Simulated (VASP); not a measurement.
Wanted: the native input for a VASP 6.6.1 run.

```yaml
Task: single point
Functional: PBEsol
Potentials_or_basis: VASP PAW PBE potentials, release 64 (Ti_sv, Si)
Cutoff: 520 eV
k_mesh: 20 × 20 × 14
Occupations: gaussian, width 0.15 eV
Spin: no spin polarisation
Dipole_correction: no
Further_INCAR_settings: ALGO = Normal; EDIFF = 1e-06; NBANDS = 15
```

The structure of TiSi lies in POSCAR:

```
TiSi
1.0
    1.7090889329     -1.9927604796      0.0000000000
    1.7090889329      1.9927604796      0.0000000000
    0.0000000000      0.0000000000      4.2955667346
Ti Si
1 1
Direct
    0.5000000000      0.5000000000      0.0000000000
    0.0000000000      0.0000000000      0.5000000000
```

This cell differs from its parent crystal: ratio of the length along z to the lengths across it x 1.2, volume and fractional coordinates fixed.

These files were run (other wordings do the same):

INCAR

```
  PREC = Accurate
  ENCUT = 520
  EDIFF = 1E-6
  ISMEAR = 0
  SIGMA = 0.15
  LREAL = F
  LASPH = T
  NELM = 100
  ALGO = Normal
  ISIF = 2
  LWAVE = F
  LCHARG = F
  GGA = PS
  NBANDS = 15
```

KPOINTS

```
Automatic mesh
0
Gamma
  20 20 14
```

Potentials or basis: VASP PAW PBE potentials, release 64 (Ti_sv, Si).

Command:

```bash
$ cat potpaw_PBE.64/Ti_sv/POTCAR potpaw_PBE.64/Si/POTCAR > POTCAR
$ mpirun -np 1 vasp_std > vasp.out
```

It gave:

```yaml
Pressure: -5.7 GPa
Band_gap_on_the_k_mesh: zero (bands 8 and 9 overlap by 1.58 eV)
```

Caveat: the stress differs along the axes, from -21 to 2 GPa; the PAW data sets were made with another functional, which shifts forces and pressure a little.

Run time: 6.1 min on 1 thread of Intel Xeon 8259CL, on a shared host, peak memory 0.47 GiB.
